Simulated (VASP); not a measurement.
# GaAs (P6_3/mmc) in VASP: single point with PBE-based screened hybrid with 10 % exact exchange

Aim: the single point of GaAs with PBE-based screened hybrid with 10 % exact exchange.

Program: VASP 6.6.1. These are calculated values, not measurements. Logs are shortened: lines on timing, memory, paths and dates and some standing lists are left out, and cuts for length are marked.

## 1. The cell of the first run

Symmetry: P6_3/mmc, No. 194, hexagonal system. Conventional cell: a = 4.250 Å, b = 4.250 Å, c = 5.773 Å, α = 90.00°, β = 90.00°, γ = 120.00°. Ga (site symmetry -6m2) has 5 As at 2.45 to 2.89 Å within 3.2 Å. As (site symmetry -6m2) has 5 Ga at 2.45 to 2.89 Å within 3.2 Å.

## 2. Single point, PBE-based screened hybrid with 10 % exact exchange

Contents of POSCAR:

```
GaAs
1.0
    4.2497555350      0.0000000000      0.0000000000
   -2.1248777675      3.6803962531      0.0000000000
    0.0000000000      0.0000000000      5.7732406470
Ga As
2 2
Direct
    0.3333333333      0.6666666667      0.2500000000
    0.6666666667      0.3333333333      0.7500000000
    0.6666666667      0.3333333333      0.2500000000
    0.3333333333      0.6666666667      0.7500000000
```

Contents of INCAR.step1:

```
ALGO = Normal
EDIFF = 1E-5
ENCUT = 520
GGA = PE
ISIF = 2
ISMEAR = -1
KPAR = 4
LASPH = True
LCHARG = False
LREAL = False
LWAVE = True
NBANDS = 26
NELM = 60
PREC = Accurate
SIGMA = 0.02
```

Contents of INCAR.step2:

```
AEXX = 0.1
ALGO = Normal
EDIFF = 1E-7
ENCUT = 520
GGA = PE
HFSCREEN = 0.5
ISIF = 2
ISMEAR = -1
ISTART = 1
KPAR = 4
LASPH = True
LCHARG = False
LHFCALC = True
LREAL = False
LWAVE = False
NBANDS = 26
NELM = 60
PREC = Accurate
PRECFOCK = Normal
SIGMA = 0.02
```

Contents of KPOINTS:

```
k-points
0
Gamma
  6 6 2
```

Potentials or basis: VASP PAW PBE potentials, release 64 (Ga_d, As).

Started as:

```bash
cat potpaw_PBE.64/Ga_d/POTCAR potpaw_PBE.64/As/POTCAR > POTCAR
cp INCAR.step1 INCAR
mpirun -np 4 vasp_std > vasp.out
cp INCAR.step2 INCAR
mpirun -np 4 vasp_std > vasp.out
```

OUTCAR:

```text
AEXX = 0.1
   EDIFF = 1E-7
   ENCUT = 520
   GGA = PE
   HFSCREEN = 0.5
   ISIF = 2
   ISMEAR = -1
   ISTART = 1
   LASPH = True
   LHFCALC = True
   LREAL = False
   NELM = 60
   PREC = Accurate
   PRECFOCK = Normal

 ion  position               nearest neighbor table
   1  0.333  0.667  0.250-   3 2.45   3 2.45   3 2.45   4 2.89   4 2.89
   2  0.667  0.333  0.750-   4 2.45   4 2.45   4 2.45   3 2.89   3 2.89
   3  0.667  0.333  0.250-   1 2.45   1 2.45   1 2.45   2 2.89   2 2.89
   4  0.333  0.667  0.750-   2 2.45   2 2.45   2 2.45   1 2.89   1 2.89

  LATTYP: Found a hexagonal cell.
 ALAT       =     4.2497555350
 C/A-ratio  =     1.3584877058

  Lattice vectors:

 A1 = (   4.2497555350,   0.0000000000,   0.0000000000)
 A2 = (  -2.1248777675,   3.6803962531,   0.0000000000)
 A3 = (   0.0000000000,   0.0000000000,   5.7732406470)

Analysis of symmetry for initial positions (statically):
=====================================================================
 Subroutine PRICEL returns:
 Original cell was already a primitive cell.

 Routine SETGRP: Setting up the symmetry group for a
 hexagonal supercell.

 Subroutine GETGRP returns: Found 24 space group operations
 (whereof 12 operations were pure point group operations)
 out of a pool of 24 trial point group operations.

The static configuration has the point symmetry D_3d.
 The point group associated with its full space group is D_6h.

Analysis of symmetry for dynamics (positions and initial velocities):
=====================================================================
 Subroutine PRICEL returns:
 Original cell was already a primitive cell.

 Routine SETGRP: Setting up the symmetry group for a
 hexagonal supercell.

 Subroutine GETGRP returns: Found 24 space group operations
 (whereof 12 operations were pure point group operations)
 out of a pool of 24 trial point group operations.

The dynamic configuration has the point symmetry D_3d.
 The point group associated with its full space group is D_6h.

 Subroutine INISYM returns: Found 24 space group operations
 (whereof 12 operations are pure point group operations),
 and found     1 'primitive' translations

----------------------------------------------------------------------------------------

                                     Primitive cell

  volume of cell :      90.2980

  direct lattice vectors                    reciprocal lattice vectors
     4.249755535  0.000000000  0.000000000     0.235307653  0.135854937  0.000000000
    -2.124877768  3.680396253  0.000000000     0.000000000  0.271709873  0.000000000
     0.000000000  0.000000000  5.773240647     0.000000000  0.000000000  0.173212942

  length of vectors
     4.249755535  4.249755535  5.773240647     0.271709873  0.271709873  0.173212942

  position of ions in fractional coordinates (direct lattice)
     0.333333333  0.666666667  0.250000000
     0.666666667  0.333333333  0.750000000
     0.666666667  0.333333333  0.250000000
     0.333333333  0.666666667  0.750000000

  ion indices of the primitive-cell ions
   primitive index   ion index
                 1           1
                 2           2
                 3           3
                 4           4

----------------------------------------------------------------------------------------

 KPOINTS: k-points

Automatic generation of k-mesh.
 Grid dimensions read from file:
 generate k-points for:    6    6    2

 Generating k-lattice:

  Cartesian coordinates                     Fractional coordinates (reciprocal lattice)
     0.039217942  0.022642489  0.000000000     0.166666667  0.000000000  0.000000000
     0.000000000  0.045284979  0.000000000     0.000000000  0.166666667  0.000000000
     0.000000000  0.000000000  0.086606471     0.000000000  0.000000000  0.500000000

  Length of vectors
     0.045284979  0.045284979  0.086606471

  Shift w.r.t. Gamma in fractional coordinates (k-lattice)
     0.000000000  0.000000000  0.000000000

 Subroutine IBZKPT returns following result:
 ===========================================

 Found     14 irreducible k-points:

 Following reciprocal coordinates:
            Coordinates               Weight
  0.000000  0.000000  0.000000      1.000000
  0.166667  0.000000  0.000000      6.000000
  0.333333  0.000000  0.000000      6.000000
  0.500000  0.000000  0.000000      3.000000
  0.166667  0.166667  0.000000      6.000000
  0.333333  0.166667  0.000000     12.000000
  0.333333  0.333333  0.000000      2.000000
  0.000000  0.000000  0.500000      1.000000
  0.166667  0.000000  0.500000      6.000000
  0.333333  0.000000  0.500000      6.000000
  0.500000  0.000000  0.500000      3.000000
  0.166667  0.166667  0.500000      6.000000
  0.333333  0.166667  0.500000     12.000000
  0.333333  0.333333  0.500000      2.000000
   k-points           NKPTS =     14   k-points in BZ     NKDIM =     72   number of bands    NBANDS=     26
   number of dos      NEDOS =    301   number of ions     NIONS =      4
   total plane-waves  NPLWV =  49152
   dimension x,y,z NGX =    32 NGY =   32 NGZ =   48
   dimension x,y,z NGXF=    64 NGYF=   64 NGZF=   96
   ions per type =               2   2
   NGX,Y,Z   is equivalent  to a cutoff of  12.52, 12.52, 13.82 a.u.
   NGXF,Y,Z  is equivalent  to a cutoff of  25.04, 25.04, 27.64 a.u.
 SYSTEM =  unknown system
   PREC   = accura    normal or accurate (medium, high low for compatibility)
   ISTART =      1    job   : 0-new  1-cont  2-samecut
   ICHARG =      0    charge: 1-file 2-atom 10-const
   ISPIN  =      1    spin polarized calculation?
   LNONCOLLINEAR =      F non collinear calculations
   LSORBIT =      F    spin-orbit coupling
   LASPH  =      T    aspherical Exc in radial PAW
   ENCUT  =  520.0 eV  38.22 Ry    6.18 a.u.   7.90  7.90 10.73*2*pi/ulx,y,z
   NELM   =     60;   NELMIN=  2; NELMDL=  0     # of ELM steps
   EDIFF  = 0.1E-06   stopping-criterion for ELM
   LREAL  =      F    real-space projection
   EDIFFG = 0.1E-05   stopping-criterion for IOM
   NSW    =      0    number of steps for IOM
   IBRION =     -1    ionic relax: 0-MD 1-quasi-New 2-CG
   NFREE  =      0    steps in history (QN), initial steepest desc. (CG)
   ISIF   =      2    stress and relaxation
   ISYM   =      3    0-nonsym 1-usesym 2-fastsym
   POTIM  = 0.5000    time-step for ionic-motion
   TEBEG  =    0.0;   TEEND  =   0.0 temperature during run
   PSTRESS=    0.0 pullay stress
   NELECT =      36.0000    total number of electrons
   NUPDOWN=      -1.0000    fix difference up-down
   EMIN   =  10.00;   EMAX   =-10.00  energy-range for DOS
   EFERMI =   0.00;   METHOD = LEGACY
   ISMEAR =    -1;   SIGMA  =   0.02  broadening in eV -4-tet -1-fermi 0-gaus
   EFERMI_NEDOS =   21; number of points for ismear=-14 and -15
   IALGO  =     38    algorithm
   IMIX   =      1    mixing-type and parameters
     AMIX     =   0.40;   BMIX     =  1.00
     AMIX_MAG =   1.60;   BMIX_MAG =  1.00
  volume/ion in A,a.u.               =      22.57       152.34
  Fermi-wavevector in a.u.,A,eV,Ry     =   1.204896  2.276923 19.752593  1.451775
  Thomas-Fermi vector in A             =   2.340608
   LORBIT       =      0    0 simple, 1 ext, 2 COOP (PROOUT), +10 PAW based schemes
   GGA     = PE    functional components
   LHFCALC =     T    Hartree Fock is set to
   PRECFOCK=normal    Normal, Fast or Accurate (Low or Medium for compatibility)
   ENCUT4O =  -1.0   cutoff for four orbital integrals eV
   NKREDX  =     1    reduce k-point grid by
   NKREDY  =     1    reduce k-point grid by
   NKREDZ  =     1    reduce k-point grid by
   AEXX    =    0.1000 exact exchange contribution
   HFSCREEN=    0.5000 screening length (either q_TF or 0.3 A-1)
   HFSCREENC=   0.5000 screening length for correlation (either q_TF or 0.3 A-1)
   ENCUTFOCK=  -1.0 apply spherical cutoff to Coloumb kernel
   IVDW    =     0    specifies the selected vdW correction
   LEPSILON=     F    determine dielectric tensor
   LRPA    =     F    only Hartree local field effects (RPA)
 non-spin polarized calculation
  energy-cutoff  :      520.00
  volume of cell :       90.30
 maximum number of plane-waves:      2444
 NGX is ok and might be reduce to    32
  NGX = 24; NGY = 24; NGZ = 36

 number of electron      36.0000020 magnetization

 Free energy of the ion-electron system (eV)
  ---------------------------------------------------
  ext. energy  EPLUGINS =         0.00000000
  ---------------------------------------------------
  free energy    TOTEN  =       -15.64441342 eV

  energy without entropy =      -15.63803137  energy(sigma->0) =      -15.64122239

 E-fermi :   3.8591     XC(G=0):  -9.1563

 val. band max:        3.8088731103   @ k =   0.3333   0.1667   0.5000
 cond. band min:       3.8598477219   @ k =   0.0000   0.0000   0.5000
 fundamental gap:      0.0509746116
 Fermi energy:         3.8590656890

 k-point     1 :       0.0000    0.0000    0.0000
  band No.  band energies     occupation
      1     -12.0471      2.00000
      2     -11.9405      2.00000
      3     -11.9283      2.00000
      4     -11.9283      2.00000
      5     -11.9283      2.00000
      6     -11.9283      2.00000
[... 18 lines left out ...]
     25       9.9819      0.00000
     26      10.6315      0.00000

 k-point     2 :       0.1667    0.0000    0.0000
  band No.  band energies     occupation
      1     -12.0419      2.00000
      2     -11.9405      2.00000
      3     -11.9353      2.00000
      4     -11.9241      2.00000
      5     -11.9227      2.00000
      6     -11.9197      2.00000
[... 18 lines left out ...]
     25      10.1310      0.00000
     26      11.0511      0.00000

 k-point     3 :       0.3333    0.0000    0.0000
  band No.  band energies     occupation
      1     -12.0322      2.00000
      2     -11.9623      2.00000
      3     -11.9302      2.00000
      4     -11.9128      2.00000
      5     -11.9098      2.00000
      6     -11.9041      2.00000
[... 18 lines left out ...]
     25      11.0003      0.00000
     26      11.1841      0.00000

 k-point     4 :       0.5000    0.0000    0.0000
  band No.  band energies     occupation
      1     -12.0271      2.00000
      2     -11.9743      2.00000
      3     -11.9277      2.00000
      4     -11.9065      2.00000
      5     -11.9033      2.00000
      6     -11.9030      2.00000
[... 18 lines left out ...]
     25      12.0245      0.00000
     26      12.2390      0.00000

 k-point     5 :       0.1667    0.1667    0.0000
  band No.  band energies     occupation
      1     -12.0333      2.00000
      2     -11.9571      2.00000
      3     -11.9301      2.00000
      4     -11.9188      2.00000
      5     -11.9120      2.00000
      6     -11.9082      2.00000
[... 18 lines left out ...]
     25      10.0880      0.00000
     26      12.1238      0.00000

 k-point     6 :       0.3333    0.1667    0.0000
  band No.  band energies     occupation
      1     -12.0212      2.00000
      2     -11.9771      2.00000
      3     -11.9247      2.00000
      4     -11.9107      2.00000
      5     -11.9061      2.00000
      6     -11.9049      2.00000
[... 137 lines left out ...]
 k-point    11 :       0.5000    0.0000    0.5000
  band No.  band energies     occupation
      1     -11.9825      2.00000
      2     -11.9825      2.00000
      3     -11.9326      2.00000
      4     -11.9326      2.00000
      5     -11.9036      2.00000
      6     -11.9036      2.00000
[... 18 lines left out ...]
     25      12.4835      0.00000
     26      12.4835      0.00000

 k-point    12 :       0.1667    0.1667    0.5000
  band No.  band energies     occupation
      1     -11.9825      2.00000
      2     -11.9825      2.00000
      3     -11.9325      2.00000
      4     -11.9325      2.00000
      5     -11.9149      2.00000
      6     -11.9149      2.00000
[... 18 lines left out ...]
     25      10.8678      0.00000
     26      10.8678      0.00000

 k-point    13 :       0.3333    0.1667    0.5000
  band No.  band energies     occupation
      1     -11.9772      2.00000
      2     -11.9772      2.00000
      3     -11.9360      2.00000
      4     -11.9360      2.00000
      5     -11.9044      2.00000
      6     -11.9044      2.00000
[... 18 lines left out ...]
     25      11.8217      0.00000
     26      11.8217      0.00000

 k-point    14 :       0.3333    0.3333    0.5000
  band No.  band energies     occupation
      1     -11.9690      2.00000
      2     -11.9690      2.00000
      3     -11.9425      2.00000
      4     -11.9425      2.00000
      5     -11.9008      2.00000
      6     -11.9008      2.00000
[... 18 lines left out ...]
     25      10.1267      0.00000
     26      10.1267      0.00000

------------------------ aborting loop because EDIFF is reached ----------------------------------------

  FORCE on cell =-STRESS in cart. coord.  units (eV):
  Direction    XX          YY          ZZ          XY          YZ          ZX
  --------------------------------------------------------------------------------------
  -------------------------------------------------------------------------------------
  Total        0.8706101      0.8706101      2.0960915      0.0000000      0.0000000      0.0000000
  in kB       15.4474247     15.4474247     37.1914086      0.0000000      0.0000000      0.0000000
  external PRESSURE =      22.6954194 kB  Pullay stress =       0.0000000 kB

 VOLUME and BASIS-vectors are now :
 -----------------------------------------------------------------------------
  energy-cutoff  :      520.00
  volume of cell :       90.30
      direct lattice vectors                 reciprocal lattice vectors
     4.249755535  0.000000000  0.000000000     0.235307653  0.135854937  0.000000000
    -2.124877768  3.680396253  0.000000000     0.000000000  0.271709873  0.000000000
     0.000000000  0.000000000  5.773240647     0.000000000  0.000000000  0.173212942

 POSITION                                       TOTAL-FORCE (eV/Angst)
 -----------------------------------------------------------------------------------
     -0.00000      2.45360      1.44331        -0.000000     -0.000000      0.000000
      2.12488      1.22680      4.32993         0.000000      0.000000      0.000000
      2.12488      1.22680      1.44331         0.000000      0.000000     -0.000000
     -0.00000      2.45360      4.32993         0.000000      0.000000     -0.000000
 -----------------------------------------------------------------------------------
    total drift:                                0.000000      0.000000     -0.000000

  FREE ENERGIE OF THE ION-ELECTRON SYSTEM (eV)
  ---------------------------------------------------
  free  energy   TOTEN  =       -15.6444134186 eV

  energy  without entropy=      -15.6380313668  energy(sigma->0) =      -15.64122239
```

It took 47 min on 4 MPI ranks of AMD EPYC 7R43 (Zen 3), shared host; peak memory 0.32 GiB.

Results:

| Property | Result |
| --- | --- |
| Free energy | -15.6444 eV |
| Pressure | 2.3 GPa |
| Band gap on the k mesh | zero (bands 18 and 19 overlap by 0.50 eV) |

Stress tensor (GPa, compression positive):
```
1.54 0.00 0.00
0.00 1.54 0.00
0.00 0.00 3.72
```

Caveat: the k points lie up to 0.54 Å⁻¹ apart; the PAW data sets were made with another functional, which shifts forces and pressure a little.
